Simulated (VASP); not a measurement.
# Na4AlO (P-3m1) in VASP: notebook

Na4AlO is run at these levels: PBE; tasks: single point, relaxation of cell and atoms.

All numbers are computed with VASP 6.6.1; they aren't measurements. Logs are shortened: lines on timing, memory, paths and dates and some standing lists are left out, and cuts for length are marked.

## Step 1: The cell of the first run

It takes space group P-3m1 (No. 164, trigonal). Conventional cell: a = 3.566 Å, b = 3.566 Å, c = 13.316 Å, α = 90.00°, β = 90.00°, γ = 120.00°. Within 3.0 Å of Na (site symmetry 3m) lie 3 O at 2.27 Å and 3 Na at 2.81 Å. Na (site symmetry 3m) has 3 Al at 3.23 Å and 9 Na at 3.57 to 3.82 Å within 4.3 Å. Al (site symmetry -3m) has 6 Na at 3.23 Å and 6 Al at 3.57 Å within 4.3 Å. Within 3.0 Å of O (site symmetry -3m) lie 6 Na at 2.27 Å.

## Step 2: Single point, PBE

INCAR reads:

```
SYSTEM = Na4AlO
  ALGO = Normal
  EDIFF = 1E-6
  ENCUT = 520
  GGA = PE
  ISIF = 2
  ISMEAR = 0
  LASPH = .TRUE.
  LCHARG = .FALSE.
  LREAL = .FALSE.
  LWAVE = .FALSE.
  NBANDS = 28
  NELM = 100
  PREC = Accurate
  SIGMA = 0.2
```

KPOINTS reads:

```
k-points
0
G
  5 5 2
  0 0 0
```

POSCAR reads:

```
Na4AlO
1.0
    3.5655953319      0.0000000000      0.0000000000
   -1.7827976660      3.0878961371      0.0000000000
    0.0000000000      0.0000000000     13.3164314917
Na Al O
4 1 1
Direct
    0.6666666667      0.3333333333      0.9283685660
    0.3333333333      0.6666666667      0.0716314340
    0.3333333333      0.6666666667      0.6870700381
    0.6666666667      0.3333333333      0.3129299619
    0.0000000000      0.0000000000      0.5000000000
    0.0000000000      0.0000000000      0.0000000000
```

Potentials or basis: VASP PAW PBE potentials, release 64 (Na_pv, Al, O).

Launch:

```sh
$ cat potpaw_PBE.64/Na_pv/POTCAR potpaw_PBE.64/Al/POTCAR potpaw_PBE.64/O/POTCAR > POTCAR
$ mpirun -np 1 vasp_std > vasp.out
```

OUTCAR:

```text
SYSTEM = Na4AlO
   EDIFF = 1E-6
   ENCUT = 520
   GGA = PE
   ISIF = 2
   ISMEAR = 0
   LASPH = .TRUE.
   LREAL = .FALSE.
   NELM = 100
   PREC = Accurate

 ion  position               nearest neighbor table
   1  0.667  0.333  0.928-   6 2.27   6 2.27   6 2.27
   2  0.333  0.667  0.072-   6 2.27   6 2.27   6 2.27
   3  0.333  0.667  0.687-
   4  0.667  0.333  0.313-
   5  0.000  0.000  0.500-
   6  0.000  0.000  0.000-   1 2.27   2 2.27   1 2.27   2 2.27   1 2.27   2 2.27

  LATTYP: Found a hexagonal cell.
 ALAT       =     3.5655953319
 C/A-ratio  =     3.7347007308

  Lattice vectors:

 A1 = (   3.5655953319,   0.0000000000,   0.0000000000)
 A2 = (  -1.7827976660,   3.0878961371,   0.0000000000)
 A3 = (   0.0000000000,   0.0000000000,  13.3164314917)

Analysis of symmetry for initial positions (statically):
=====================================================================
 Subroutine PRICEL returns:
 Original cell was already a primitive cell.

 Routine SETGRP: Setting up the symmetry group for a
 hexagonal supercell.

 Subroutine GETGRP returns: Found 12 space group operations
 (whereof 12 operations were pure point group operations)
 out of a pool of 24 trial point group operations.

The static configuration has the point symmetry D_3d.

Analysis of symmetry for dynamics (positions and initial velocities):
=====================================================================
 Subroutine PRICEL returns:
 Original cell was already a primitive cell.

 Routine SETGRP: Setting up the symmetry group for a
 hexagonal supercell.

 Subroutine GETGRP returns: Found 12 space group operations
 (whereof 12 operations were pure point group operations)
 out of a pool of 24 trial point group operations.

The dynamic configuration has the point symmetry D_3d.

 Subroutine INISYM returns: Found 12 space group operations
 (whereof 12 operations are pure point group operations),
 and found     1 'primitive' translations

----------------------------------------------------------------------------------------

                                     Primitive cell

  volume of cell :     146.6164

  direct lattice vectors                    reciprocal lattice vectors
     3.565595332  0.000000000  0.000000000     0.280458074  0.161922545  0.000000000
    -1.782797666  3.087896137  0.000000000     0.000000000  0.323845089  0.000000000
     0.000000000  0.000000000 13.316431492     0.000000000  0.000000000  0.075095194

  length of vectors
     3.565595332  3.565595332 13.316431492     0.323845089  0.323845089  0.075095194

  position of ions in fractional coordinates (direct lattice)
     0.666666667  0.333333333  0.928368566
     0.333333333  0.666666667  0.071631434
     0.333333333  0.666666667  0.687070038
     0.666666667  0.333333333  0.312929962
     0.000000000  0.000000000  0.500000000
     0.000000000  0.000000000  0.000000000

  ion indices of the primitive-cell ions
   primitive index   ion index
                 1           1
                 2           2
                 3           3
                 4           4
                 5           5
                 6           6

----------------------------------------------------------------------------------------

 KPOINTS: k-points

Automatic generation of k-mesh.
 Grid dimensions read from file:
 generate k-points for:    5    5    2

 Generating k-lattice:

  Cartesian coordinates                     Fractional coordinates (reciprocal lattice)
     0.056091615  0.032384509  0.000000000     0.200000000 -0.000000000  0.000000000
     0.000000000  0.064769018  0.000000000     0.000000000  0.200000000  0.000000000
     0.000000000  0.000000000  0.037547597     0.000000000  0.000000000  0.500000000

  Length of vectors
     0.064769018  0.064769018  0.037547597

  Shift w.r.t. Gamma in fractional coordinates (k-lattice)
     0.000000000  0.000000000  0.000000000

 Subroutine IBZKPT returns following result:
 ===========================================

 Found     10 irreducible k-points:

 Following reciprocal coordinates:
            Coordinates               Weight
  0.000000  0.000000  0.000000      1.000000
  0.200000 -0.000000  0.000000      6.000000
  0.400000  0.000000  0.000000      6.000000
  0.200000  0.200000  0.000000      6.000000
  0.400000  0.200000  0.000000      6.000000
  0.000000  0.000000  0.500000      1.000000
  0.200000 -0.000000  0.500000      6.000000
  0.400000  0.000000  0.500000      6.000000
  0.200000  0.200000  0.500000      6.000000
  0.400000  0.200000  0.500000      6.000000
   k-points           NKPTS =     10   k-points in BZ     NKDIM =     10   number of bands    NBANDS=     28
   number of dos      NEDOS =    301   number of ions     NIONS =      6
   total plane-waves  NPLWV =  78400
   dimension x,y,z NGX =    28 NGY =   28 NGZ =  100
   dimension x,y,z NGXF=    56 NGYF=   56 NGZF=  200
   ions per type =               4   1   1
   NGX,Y,Z   is equivalent  to a cutoff of  13.06, 13.06, 12.48 a.u.
   NGXF,Y,Z  is equivalent  to a cutoff of  26.11, 26.11, 24.97 a.u.
 SYSTEM =  Na4AlO
   PREC   = accura    normal or accurate (medium, high low for compatibility)
   ISTART =      0    job   : 0-new  1-cont  2-samecut
   ICHARG =      2    charge: 1-file 2-atom 10-const
   ISPIN  =      1    spin polarized calculation?
   LNONCOLLINEAR =      F non collinear calculations
   LSORBIT =      F    spin-orbit coupling
   LASPH  =      T    aspherical Exc in radial PAW
   ENCUT  =  520.0 eV  38.22 Ry    6.18 a.u.   6.63  6.63 24.76*2*pi/ulx,y,z
   NELM   =    100;   NELMIN=  2; NELMDL= -5     # of ELM steps
   EDIFF  = 0.1E-05   stopping-criterion for ELM
   LREAL  =      F    real-space projection
   EDIFFG = 0.1E-04   stopping-criterion for IOM
   NSW    =      0    number of steps for IOM
   IBRION =     -1    ionic relax: 0-MD 1-quasi-New 2-CG
   NFREE  =      0    steps in history (QN), initial steepest desc. (CG)
   ISIF   =      2    stress and relaxation
   ISYM   =      2    0-nonsym 1-usesym 2-fastsym
   POTIM  = 0.5000    time-step for ionic-motion
   TEBEG  =    0.0;   TEEND  =   0.0 temperature during run
   PSTRESS=    0.0 pullay stress
   NELECT =      37.0000    total number of electrons
   NUPDOWN=      -1.0000    fix difference up-down
   EMIN   =  10.00;   EMAX   =-10.00  energy-range for DOS
   EFERMI =   0.00;   METHOD = LEGACY
   ISMEAR =     0;   SIGMA  =   0.20  broadening in eV -4-tet -1-fermi 0-gaus
   EFERMI_NEDOS =   21; number of points for ismear=-14 and -15
   IALGO  =     38    algorithm
   IMIX   =      4    mixing-type and parameters
     AMIX     =   0.40;   BMIX     =  1.00
     AMIX_MAG =   1.60;   BMIX_MAG =  1.00
  volume/ion in A,a.u.               =      24.44       164.90
  Fermi-wavevector in a.u.,A,eV,Ry     =   1.034541  1.955000 14.561988  1.070276
  Thomas-Fermi vector in A             =   2.168842
   LORBIT       =      0    0 simple, 1 ext, 2 COOP (PROOUT), +10 PAW based schemes
   GGA     = PE    functional components
   LHFCALC =     F    Hartree Fock is set to
   AEXX    =    0.0000 exact exchange contribution
   IVDW    =     0    specifies the selected vdW correction
   LEPSILON=     F    determine dielectric tensor
   LRPA    =     F    only Hartree local field effects (RPA)
 non-spin polarized calculation
 Gauss-broadening in eV      SIGMA  =   0.20
  energy-cutoff  :      520.00
  volume of cell :      146.62
 maximum number of plane-waves:      3998
 NGX is ok and might be reduce to    28
   NGX = 13   NGY = 13   NGZ = 49

 number of electron      37.0000022 magnetization

 Free energy of the ion-electron system (eV)
  ---------------------------------------------------
  ext. energy  EPLUGINS =         0.00000000
  ---------------------------------------------------
  free energy    TOTEN  =       -16.40995858 eV

  energy without entropy =      -16.39067696  energy(sigma->0) =      -16.40031777

 E-fermi :   0.9662     XC(G=0):  -7.4958

 val. band max:        0.8508847919   @ k =   0.2000  -0.0000   0.5000
 cond. band min:       1.5237976277   @ k =   0.2000   0.2000   0.0000
 fundamental gap:      0.6729128358
 Fermi energy:         0.9661592994

 k-point     1 :       0.0000    0.0000    0.0000
  band No.  band energies     occupation
      1     -23.6136      2.00000
      2     -23.6130      2.00000
      3     -23.5874      2.00000
      4     -23.5874      2.00000
      5     -23.5873      2.00000
      6     -23.5873      2.00000
[... 20 lines left out ...]
     27      10.2130      0.00000
     28      10.3862      0.00000

 k-point     2 :       0.2000   -0.0000    0.0000
  band No.  band energies     occupation
      1     -23.6111      2.00000
      2     -23.6107      2.00000
      3     -23.6030      2.00000
      4     -23.6029      2.00000
      5     -23.5910      2.00000
      6     -23.5910      2.00000
[... 20 lines left out ...]
     27       8.5845      0.00000
     28       9.1952      0.00000

 k-point     3 :       0.4000    0.0000    0.0000
  band No.  band energies     occupation
      1     -23.6280      2.00000
      2     -23.6280      2.00000
      3     -23.6072      2.00000
      4     -23.6070      2.00000
      5     -23.5970      2.00000
      6     -23.5970      2.00000
[... 20 lines left out ...]
     27       7.1447      0.00000
     28       8.2206      0.00000

 k-point     4 :       0.2000    0.2000    0.0000
  band No.  band energies     occupation
      1     -23.6192      2.00000
      2     -23.6192      2.00000
      3     -23.6080      2.00000
      4     -23.6077      2.00000
      5     -23.5999      2.00000
      6     -23.5999      2.00000
[... 144 lines left out ...]
     27       7.1175      0.00000
     28       7.7537      0.00000

 k-point     9 :       0.2000    0.2000    0.5000
  band No.  band energies     occupation
      1     -23.6192      2.00000
      2     -23.6192      2.00000
      3     -23.6080      2.00000
      4     -23.6077      2.00000
      5     -23.5999      2.00000
      6     -23.5999      2.00000
[... 20 lines left out ...]
     27       7.8163      0.00000
     28       7.9883      0.00000

 k-point    10 :       0.4000    0.2000    0.5000
  band No.  band energies     occupation
      1     -23.6269      2.00000
      2     -23.6268      2.00000
      3     -23.6077      2.00000
      4     -23.6077      2.00000
      5     -23.6060      2.00000
      6     -23.6059      2.00000
[... 20 lines left out ...]
     27       6.6908      0.00000
     28       7.7640      0.00000

------------------------ aborting loop because EDIFF is reached ----------------------------------------

  FORCE on cell =-STRESS in cart. coord.  units (eV):
  Direction    XX          YY          ZZ          XY          YZ          ZX
  --------------------------------------------------------------------------------------
  -------------------------------------------------------------------------------------
  Total       -0.1088512     -0.1088512      0.3683466      0.0000000      0.0000000      0.0000000
  in kB       -1.1894910     -1.1894910      4.0251741      0.0000000      0.0000000      0.0000000
  external PRESSURE =       0.5487307 kB  Pullay stress =       0.0000000 kB

 VOLUME and BASIS-vectors are now :
 -----------------------------------------------------------------------------
  energy-cutoff  :      520.00
  volume of cell :      146.62
      direct lattice vectors                 reciprocal lattice vectors
     3.565595332  0.000000000  0.000000000     0.280458074  0.161922545  0.000000000
    -1.782797666  3.087896137  0.000000000     0.000000000  0.323845089  0.000000000
     0.000000000  0.000000000 13.316431492     0.000000000  0.000000000  0.075095194

 POSITION                                       TOTAL-FORCE (eV/Angst)
 -----------------------------------------------------------------------------------
      1.78280      1.02930     12.36256         0.000000     -0.000000     -0.027656
     -0.00000      2.05860      0.95388        -0.000000      0.000000      0.027656
     -0.00000      2.05860      9.14932        -0.000000      0.000000     -0.053169
      1.78280      1.02930      4.16711        -0.000000      0.000000      0.053169
      0.00000      0.00000      6.65822         0.000000      0.000000      0.000000
      0.00000      0.00000      0.00000         0.000000      0.000000      0.000000
 -----------------------------------------------------------------------------------
    total drift:                                0.000000     -0.000000      0.000000

  FREE ENERGIE OF THE ION-ELECTRON SYSTEM (eV)
  ---------------------------------------------------
  free  energy   TOTEN  =       -16.4099585791 eV

  energy  without entropy=      -16.3906769612  energy(sigma->0) =      -16.40031777
```

Wall time 26 s (1 thread of Intel Xeon 6975P-C (Granite Rapids), shared host); peak memory 0.25 GiB.

What came out:

```yaml
Free_energy: -16.4100 eV
Pressure: 0.1 GPa
Largest_force: 0.053 eV/Å
Band_gap_on_the_k_mesh: zero (an odd number of electrons rules out a gap without spin polarisation)
```

Forces on the atoms (eV/Å):
```
Na   0.000  0.000 -0.028
Na   0.000  0.000  0.028
Na   0.000  0.000 -0.053
Na   0.000  0.000  0.053
Al   0.000  0.000  0.000
O    0.000  0.000  0.000
```

Caveat: the k points lie up to 0.41 Å⁻¹ apart, too coarse for converged energies and pressures of a metal; an odd number of electrons without spin polarisation forces a metal; a magnetic or distorted state may lie lower.

[end of part 1 of 2]
